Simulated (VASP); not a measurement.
# Na3Mn (Pm-3m) in VASP: single point with PBE

Aim: the single point of Na3Mn with PBE.

Everything below comes from runs of VASP 6.6.1. Logs are shortened: lines on timing, memory, paths and dates and some standing lists are left out, and cuts for length are marked.

## (1) The cell of the first run

The structure is cubic, space group Pm-3m (No. 221). Conventional cell: a = 4.921 Å, b = 4.921 Å, c = 4.921 Å, α = 90.00°, β = 90.00°, γ = 90.00°. Na (site symmetry 4/mmm) has 8 Na at 3.48 Å and 4 Mn at 3.48 Å within 4.6 Å. Within 4.6 Å of Mn (site symmetry m-3m) lie 12 Na at 3.48 Å.

## (2) Single point, PBE, collinear spin, ferromagnetic start

The input, INCAR:

```
SYSTEM = Na3Mn
ALGO = Normal
EDIFF = 1E-7
ENCUT = 520
GGA = PE
ISIF = 2
ISMEAR = 0
ISPIN = 2
LASPH = .True.
LCHARG = .False.
LMAXMIX = 4
LORBIT = 11
LREAL = .False.
LWAVE = .False.
MAGMOM = 0 0 0 4.21
NBANDS = 29
NELM = 150
PREC = Accurate
SIGMA = 0.1
```

The input, KPOINTS:

```
k-points
0
Gamma
  4 4 4
  0 0 0
```

The input, POSCAR:

```
Na3Mn
1.0
    4.9211433438      0.0000000000      0.0000000000
    0.0000000000      4.9211433438      0.0000000000
    0.0000000000      0.0000000000      4.9211433438
Na Mn
3 1
Direct
    0.0000000000      0.5000000000      0.5000000000
    0.5000000000      0.0000000000      0.5000000000
    0.5000000000      0.5000000000      0.0000000000
    0.0000000000      0.0000000000      0.0000000000
```

Potentials or basis: VASP PAW PBE potentials, release 64 (Na_pv, Mn_pv).

The run is started by

```bash
> cat potpaw_PBE.64/Na_pv/POTCAR potpaw_PBE.64/Mn_pv/POTCAR > POTCAR
> mpirun -np 1 vasp_std > vasp.out
```

OUTCAR:

```text
SYSTEM = Na3Mn
   EDIFF = 1E-7
   ENCUT = 520
   GGA = PE
   ISIF = 2
   ISMEAR = 0
   ISPIN = 2
   LASPH = .True.
   LORBIT = 11
   LREAL = .False.
   NELM = 150
   PREC = Accurate

 ion  position               nearest neighbor table
   1  0.000  0.500  0.500-
   2  0.500  0.000  0.500-
   3  0.500  0.500  0.000-
   4  0.000  0.000  0.000-

  LATTYP: Found a simple cubic cell.
 ALAT       =     4.9211433438

  Lattice vectors:

 A1 = (   4.9211433438,   0.0000000000,   0.0000000000)
 A2 = (   0.0000000000,   4.9211433438,   0.0000000000)
 A3 = (   0.0000000000,   0.0000000000,   4.9211433438)

Analysis of symmetry for initial positions (statically):
=====================================================================
 Subroutine PRICEL returns:
 Original cell was already a primitive cell.

 Routine SETGRP: Setting up the symmetry group for a
 simple cubic supercell.

 Subroutine GETGRP returns: Found 48 space group operations
 (whereof 48 operations were pure point group operations)
 out of a pool of 48 trial point group operations.

The static configuration has the point symmetry O_h .

Analysis of symmetry for dynamics (positions and initial velocities):
=====================================================================
 Subroutine PRICEL returns:
 Original cell was already a primitive cell.

 Routine SETGRP: Setting up the symmetry group for a
 simple cubic supercell.

 Subroutine GETGRP returns: Found 48 space group operations
 (whereof 48 operations were pure point group operations)
 out of a pool of 48 trial point group operations.

The dynamic configuration has the point symmetry O_h .

Analysis of structural, dynamic, and magnetic symmetry:
=====================================================================
 Subroutine PRICEL returns:
 Original cell was already a primitive cell.

 Routine SETGRP: Setting up the symmetry group for a
 simple cubic supercell.

 Subroutine GETGRP returns: Found 48 space group operations
 (whereof 48 operations were pure point group operations)
 out of a pool of 48 trial point group operations.

The overall configuration has the point symmetry O_h .

 Subroutine INISYM returns: Found 48 space group operations
 (whereof 48 operations are pure point group operations),
 and found     1 'primitive' translations

----------------------------------------------------------------------------------------

                                     Primitive cell

  volume of cell :     119.1785

  direct lattice vectors                    reciprocal lattice vectors
     4.921143344  0.000000000  0.000000000     0.203204810  0.000000000  0.000000000
     0.000000000  4.921143344  0.000000000     0.000000000  0.203204810  0.000000000
     0.000000000  0.000000000  4.921143344     0.000000000  0.000000000  0.203204810

  length of vectors
     4.921143344  4.921143344  4.921143344     0.203204810  0.203204810  0.203204810

  position of ions in fractional coordinates (direct lattice)
     0.000000000  0.500000000  0.500000000
     0.500000000  0.000000000  0.500000000
     0.500000000  0.500000000  0.000000000
     0.000000000  0.000000000  0.000000000

  ion indices of the primitive-cell ions
   primitive index   ion index
                 1           1
                 2           2
                 3           3
                 4           4

----------------------------------------------------------------------------------------

 KPOINTS: k-points

Automatic generation of k-mesh.
 Grid dimensions read from file:
 generate k-points for:    4    4    4

 Generating k-lattice:

  Cartesian coordinates                     Fractional coordinates (reciprocal lattice)
     0.050801203  0.000000000  0.000000000     0.250000000  0.000000000  0.000000000
     0.000000000  0.050801203  0.000000000     0.000000000  0.250000000  0.000000000
     0.000000000  0.000000000  0.050801203     0.000000000  0.000000000  0.250000000

  Length of vectors
     0.050801203  0.050801203  0.050801203

  Shift w.r.t. Gamma in fractional coordinates (k-lattice)
     0.000000000  0.000000000  0.000000000

 Subroutine IBZKPT returns following result:
 ===========================================

 Found     10 irreducible k-points:

 Following reciprocal coordinates:
            Coordinates               Weight
  0.000000  0.000000  0.000000      1.000000
  0.250000  0.000000  0.000000      6.000000
  0.500000  0.000000  0.000000      3.000000
  0.250000  0.250000  0.000000     12.000000
  0.500000  0.250000  0.000000     12.000000
  0.500000  0.500000  0.000000      3.000000
  0.250000  0.250000  0.250000      8.000000
  0.500000  0.250000  0.250000     12.000000
  0.500000  0.500000  0.250000      6.000000
  0.500000  0.500000  0.500000      1.000000
   k-points           NKPTS =     10   k-points in BZ     NKDIM =     10   number of bands    NBANDS=     29
   number of dos      NEDOS =    301   number of ions     NIONS =      4
   total plane-waves  NPLWV =  64000
   dimension x,y,z NGX =    40 NGY =   40 NGZ =   40
   dimension x,y,z NGXF=    80 NGYF=   80 NGZF=   80
   ions per type =               3   1
   NGX,Y,Z   is equivalent  to a cutoff of  13.51, 13.51, 13.51 a.u.
   NGXF,Y,Z  is equivalent  to a cutoff of  27.03, 27.03, 27.03 a.u.
 SYSTEM =  Na3Mn
   PREC   = accura    normal or accurate (medium, high low for compatibility)
   ISTART =      0    job   : 0-new  1-cont  2-samecut
   ICHARG =      2    charge: 1-file 2-atom 10-const
   ISPIN  =      2    spin polarized calculation?
   LNONCOLLINEAR =      F non collinear calculations
   LSORBIT =      F    spin-orbit coupling
   LASPH  =      T    aspherical Exc in radial PAW
   ENCUT  =  520.0 eV  38.22 Ry    6.18 a.u.   9.15  9.15  9.15*2*pi/ulx,y,z
   NELM   =    150;   NELMIN=  2; NELMDL= -5     # of ELM steps
   EDIFF  = 0.1E-06   stopping-criterion for ELM
   LREAL  =      F    real-space projection
   EDIFFG = 0.1E-05   stopping-criterion for IOM
   NSW    =      0    number of steps for IOM
   IBRION =     -1    ionic relax: 0-MD 1-quasi-New 2-CG
   NFREE  =      0    steps in history (QN), initial steepest desc. (CG)
   ISIF   =      2    stress and relaxation
   ISYM   =      2    0-nonsym 1-usesym 2-fastsym
   POTIM  = 0.5000    time-step for ionic-motion
   TEBEG  =    0.0;   TEEND  =   0.0 temperature during run
   PSTRESS=    0.0 pullay stress
   NELECT =      34.0000    total number of electrons
   NUPDOWN=      -1.0000    fix difference up-down
   EMIN   =  10.00;   EMAX   =-10.00  energy-range for DOS
   EFERMI =   0.00;   METHOD = LEGACY
   ISMEAR =     0;   SIGMA  =   0.10  broadening in eV -4-tet -1-fermi 0-gaus
   EFERMI_NEDOS =   21; number of points for ismear=-14 and -15
   IALGO  =     38    algorithm
   IMIX   =      4    mixing-type and parameters
     AMIX     =   0.40;   BMIX     =  1.00
     AMIX_MAG =   1.60;   BMIX_MAG =  1.00
  volume/ion in A,a.u.               =      29.79       201.06
  Fermi-wavevector in a.u.,A,eV,Ry     =   1.077710  2.036576 15.802598  1.161458
  Thomas-Fermi vector in A             =   2.213629
   LORBIT       =     11    0 simple, 1 ext, 2 COOP (PROOUT), +10 PAW based schemes
   GGA     = PE    functional components
   LHFCALC =     F    Hartree Fock is set to
   AEXX    =    0.0000 exact exchange contribution
   IVDW    =     0    specifies the selected vdW correction
   LEPSILON=     F    determine dielectric tensor
   LRPA    =     F    only Hartree local field effects (RPA)
 spin polarized calculation
 Gauss-broadening in eV      SIGMA  =   0.10
  energy-cutoff  :      520.00
  volume of cell :      119.18
 maximum number of plane-waves:      3221
 NGX is ok and might be reduce to    40
   NGX = 19   NGY = 19   NGZ = 19

 number of electron      34.0000018 magnetization       4.4104090

 Free energy of the ion-electron system (eV)
  ---------------------------------------------------
  ext. energy  EPLUGINS =         0.00000000
  ---------------------------------------------------
  free energy    TOTEN  =       -10.80717412 eV

  energy without entropy =      -10.79227863  energy(sigma->0) =      -10.79972638

 E-fermi :   1.2754     XC(G=0):  -7.5217

 val. band max:        1.2463207592   @ k =   0.5000   0.5000   0.0000
 cond. band min:       1.2995888057   @ k =   0.0000   0.0000   0.0000
 fundamental gap:      0.0532680465
 Fermi energy:         1.2754400815

 spin component 1

 k-point     1 :       0.0000    0.0000    0.0000
  band No.  band energies     occupation
      1     -49.6778      1.00000
      2     -49.6778      1.00000
      3     -49.6778      1.00000
      4     -23.2356      1.00000
      5     -23.2356      1.00000
      6     -23.2356      1.00000
[... 21 lines left out ...]
     28       8.9919      0.00000
     29       8.9919      0.00000

 k-point     2 :       0.2500    0.0000    0.0000
  band No.  band energies     occupation
      1     -49.6778      1.00000
      2     -49.6778      1.00000
      3     -49.6778      1.00000
      4     -23.2325      1.00000
      5     -23.2325      1.00000
      6     -23.2301      1.00000
[... 21 lines left out ...]
     28       8.5292      0.00000
     29       9.3207      0.00000

 k-point     3 :       0.5000    0.0000    0.0000
  band No.  band energies     occupation
      1     -49.6778      1.00000
      2     -49.6778      1.00000
      3     -49.6778      1.00000
      4     -23.2289      1.00000
      5     -23.2289      1.00000
      6     -23.2223      1.00000
[... 189 lines left out ...]
      4     -23.2570      1.00000
      5     -23.2115      1.00000
      6     -23.2084      1.00000
[... 21 lines left out ...]
     28      10.1405      0.00000
     29      10.2534      0.00000

 k-point    10 :       0.5000    0.5000    0.5000
  band No.  band energies     occupation
      1     -49.6778      1.00000
      2     -49.6778      1.00000
      3     -49.6778      1.00000
      4     -23.2653      1.00000
      5     -23.2113      1.00000
      6     -23.2113      1.00000
[... 21 lines left out ...]
     28      12.7018      0.00000
     29      13.1854      0.00000
 Fermi energy:         1.2754400815

 spin component 2

 k-point     1 :       0.0000    0.0000    0.0000
  band No.  band energies     occupation
      1     -45.2105      1.00000
      2     -45.2105      1.00000
      3     -45.2105      1.00000
      4     -23.2460      1.00000
      5     -23.2460      1.00000
      6     -23.2460      1.00000
[... 21 lines left out ...]
     28       9.1813      0.00000
     29       9.1813      0.00000

 k-point     2 :       0.2500    0.0000    0.0000
  band No.  band energies     occupation
      1     -45.2105      1.00000
      2     -45.2105      1.00000
      3     -45.2105      1.00000
      4     -23.2427      1.00000
      5     -23.2427      1.00000
      6     -23.2402      1.00000
[... 21 lines left out ...]
     28       8.3692      0.00000
     29       9.4331      0.00000

 k-point     3 :       0.5000    0.0000    0.0000
  band No.  band energies     occupation
      1     -45.2106      1.00000
      2     -45.2105      1.00000
      3     -45.2105      1.00000
      4     -23.2388      1.00000
      5     -23.2388      1.00000
      6     -23.2316      1.00000
[... 190 lines left out ...]
      5     -23.2237      1.00000
      6     -23.2176      1.00000
[... 21 lines left out ...]
     28      10.0917      0.00000
     29      10.2639      0.00000

 k-point    10 :       0.5000    0.5000    0.5000
  band No.  band energies     occupation
      1     -45.2106      1.00000
      2     -45.2106      1.00000
      3     -45.2106      1.00000
      4     -23.2751      1.00000
      5     -23.2236      1.00000
      6     -23.2236      1.00000
[... 21 lines left out ...]
     28      12.8407      0.00000
     29      13.4061      0.00000

------------------------ aborting loop because EDIFF is reached ----------------------------------------

  FORCE on cell =-STRESS in cart. coord.  units (eV):
  Direction    XX          YY          ZZ          XY          YZ          ZX
  --------------------------------------------------------------------------------------
  -------------------------------------------------------------------------------------
  Total       -0.0586125     -0.0586125     -0.0586125      0.0000000     -0.0000000      0.0000000
  in kB       -0.7879572     -0.7879572     -0.7879572      0.0000000     -0.0000000      0.0000000
  external PRESSURE =      -0.7879572 kB  Pullay stress =       0.0000000 kB

 VOLUME and BASIS-vectors are now :
 -----------------------------------------------------------------------------
  energy-cutoff  :      520.00
  volume of cell :      119.18
      direct lattice vectors                 reciprocal lattice vectors
     4.921143344  0.000000000  0.000000000     0.203204810  0.000000000  0.000000000
     0.000000000  4.921143344  0.000000000     0.000000000  0.203204810  0.000000000
     0.000000000  0.000000000  4.921143344     0.000000000  0.000000000  0.203204810

 POSITION                                       TOTAL-FORCE (eV/Angst)
 -----------------------------------------------------------------------------------
      0.00000      2.46057      2.46057         0.000000      0.000000      0.000000
      2.46057      0.00000      2.46057         0.000000      0.000000      0.000000
      2.46057      2.46057      0.00000         0.000000      0.000000      0.000000
      0.00000      0.00000      0.00000         0.000000      0.000000      0.000000
 -----------------------------------------------------------------------------------
    total drift:                               -0.000000      0.000000     -0.000000

  FREE ENERGIE OF THE ION-ELECTRON SYSTEM (eV)
  ---------------------------------------------------
  free  energy   TOTEN  =       -10.8071741183 eV

  energy  without entropy=      -10.7922786342  energy(sigma->0) =      -10.79972638

 total charge

# of ion       s       p       d       tot
------------------------------------------
    1        0.102   5.972   0.000   6.074
    2        0.102   5.972   0.000   6.074
    3        0.102   5.972   0.000   6.074
    4        0.360   6.065   4.846  11.270
--------------------------------------------------
tot          0.667  23.981   4.846  29.494

 magnetization (x)

# of ion       s       p       d       tot
------------------------------------------
    1       -0.011  -0.003   0.000  -0.014
    2       -0.011  -0.003   0.000  -0.014
    3       -0.011  -0.003   0.000  -0.014
    4        0.080   0.015   4.174   4.269
--------------------------------------------------
tot          0.047   0.006   4.174   4.227
```

It took 99 s on 1 thread of AMD EPYC 7R13 (Zen 3), shared host; peak memory 0.27 GiB.

Results:

| Quantity | Value |
| --- | --- |
| Free energy | -10.8072 eV |
| Pressure | -0.1 GPa |
| Net moment | 4.41 μB per cell |
| Site moments | Na -0.01; Mn +4.27 μB |
| Valence electrons inside the program's atomic spheres | Na 6.07; Mn 11.27 |
